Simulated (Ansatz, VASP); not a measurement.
## Two plane-wave programs on MgO

File INCAR:

```
PREC     = Accurate       # precision mode
ENCUT    = 600            # plane-wave cutoff, eV
EDIFF    = 1E-6           # SCF threshold, eV
ISMEAR   = -1             # smearing method
SIGMA    = 0.05           # smearing width, eV
LREAL    = False          # projectors in reciprocal space
LASPH    = True           # aspherical terms in the spheres
NELM     = 120            # most SCF steps
ALGO     = Normal         # electronic algorithm
ISIF     = 2              # what is computed and relaxed
LWAVE    = False          # write WAVECAR
LCHARG   = False          # write CHGCAR
GGA      = CA             # functional
NBANDS   = 11             # bands
GGA_COMPAT= False
```

Contents of KPOINTS:

```
Automatic mesh
0
Gamma
  15 15 15
```

POSCAR

```
MgO
1.0
    0.0000000000      1.9928686503      1.9928686503
    1.9928686503      0.0000000000      1.9928686503
    1.9928686503      1.9928686503      0.0000000000
Mg O
1 1
Direct
    0.0000000000      0.0000000000      0.0000000000
    0.5000000000      0.5000000000      0.5000000000
```

Input for Ansatz:

```yaml
crystal:
  lattice:
    - [0.0, 1.9928686503, 1.9928686503]
    - [1.9928686503, 0.0, 1.9928686503]
    - [1.9928686503, 1.9928686503, 0.0]
  atoms:
    - { symbol: Mg, position: [0.0, 0.0, 0.0] }
    - { symbol: O, position: [0.5, 0.5, 0.5] }
kpoints:
  mp_grid: { grid: [15, 15, 15] }
scf:
  occupations: { method: fermi_dirac, width: 0.05 }
hamiltonian:
  xc: lda
  pseudopotentials: { kind: paw, level: accurate }
output:
  forces: true
  stress: true
  eigenvalues: true
  write_density: true
  write_potential: true
  elf: true
  volumetric_format: npy
```

Alike in both runs: task single point; functional LDA; k mesh 15 × 15 × 15; occupations fermi-dirac, width 0.05 eV; no spin polarisation.

```csv
,VASP,Ansatz
version,VASP 6.6.1,Ansatz 0.2.0
potentials or method,"VASP PAW LDA potentials, release 64 (Mg, O)","PAW with other files of Ansatz's library (level accurate), scalar-relativistic"
plane-wave cutoff (eV),600,900
valence electrons in the cell,8,16
```

|  | VASP | Ansatz | Ansatz less VASP |
| --- | --- | --- | --- |
| gap on the k mesh at the Fermi level (eV) | 6.45 | 6.45 | -0.005 |
| pressure (GPa) | 26.7 | 29.1 | +2.45 |

LDA's correlation is that of Perdew and Zunger in VASP and of Perdew and Wang (1992) in Ansatz. VASP's potentials hold 8 valence electrons a cell and Ansatz's 16, so a difference there can come from the potentials and not from the codes. Ansatz's warnings: written density without core change.
